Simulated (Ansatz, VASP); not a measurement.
## O: VASP beside Ansatz

```
O
1.0
     9.00000    0.00000    0.00000
     0.00000    9.50000    0.00000
     0.00000    0.00000   10.00000
O
2
Cartesian
  4.5000 4.7500 4.4002
  4.5000 4.7500 5.5998
```

Alike in both runs: functional LDA; k mesh 1 × 1 × 1; occupations gaussian, width 0.02 eV; collinear spin.

Ansatz relaxed the structure, and its values are those at the end. VASP's run is a single point on that final structure, the one shown.

|  | VASP | Ansatz |
| --- | --- | --- |
| version | VASP 6.6.1 | Ansatz 0.2.0 |
| potentials or method | VASP PAW LDA potentials, release 64 (O), cutoff 520 eV | plane waves, PAW |
| valence electrons in the cell | 12 | 12 |

|  | VASP | Ansatz | Ansatz less VASP |
| --- | --- | --- | --- |
| rms of the force components (eV/Å) | 1.041 | 0.001 | -1.0401 |
| net moment per atom (μB) | 1.00 | 1.00 | 0.000 |
| size of the moment on the site where the two differ most (μB) | 0.80 | 0.55 | -0.258 |

LDA's correlation is that of Perdew and Zunger in VASP and of Perdew and Wang (1992) in Ansatz. Site moments also hang on the region over which each program counts them. One of these differences is far larger than is usual between the two programs; its cause wasn't traced. Ansatz's warnings: end state compared, stress scf threshold loose.

Noted on VASP's run: the standard files for N, O and F lose accuracy on very short bonds.
